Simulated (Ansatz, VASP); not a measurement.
**One calculation of Mg4I3, two programs**

```
Mg I
1.0
     6.36646    0.00000    0.00000
     0.00000    6.36646    0.00000
     0.00000    0.00000    6.36646
Mg I
4 3
Direct
  0.50000 0.50000 0.50000
  0.50000 0.00000 0.00000
  0.00000 0.50000 0.00000
  0.00000 0.00000 0.50000
  0.50000 0.50000 0.00000
  0.00000 0.50000 0.50000
  0.50000 0.00000 0.50000
```

Change from the starting cell: species swapped into the W3N4 type (Pm-3m, No. 221).

Alike in both runs: functional PBE; k mesh 6 × 6 × 6; occupations gaussian, width 0.1 eV; no spin polarisation.

Ansatz relaxed the structure, and its values are those at the end. VASP's run is a single point on that final structure, the one shown.

|  | VASP | Ansatz |
| --- | --- | --- |
| version | VASP 6.6.1 | Ansatz 0.2.0 |
| potentials or method | VASP PAW PBE potentials, release 64 (Mg, I), cutoff 520 eV | scalar-relativistic, plane waves, PAW |
| valence electrons in the cell | 29 | 91 |

```csv
,VASP,Ansatz,Ansatz less VASP
gap on the k mesh at the Fermi level (eV),none,none,-
pressure (GPa),0.0,0.0,+0.04
```

A gap of «none» marks a metal or a gap that the smearing closes. With one functional, cell and mesh, what is left measures potentials, basis and numerics. VASP's potentials hold 29 valence electrons a cell and Ansatz's 91, so a difference there can come from the potentials and not from the codes.

Spin-orbit coupling is off throughout.
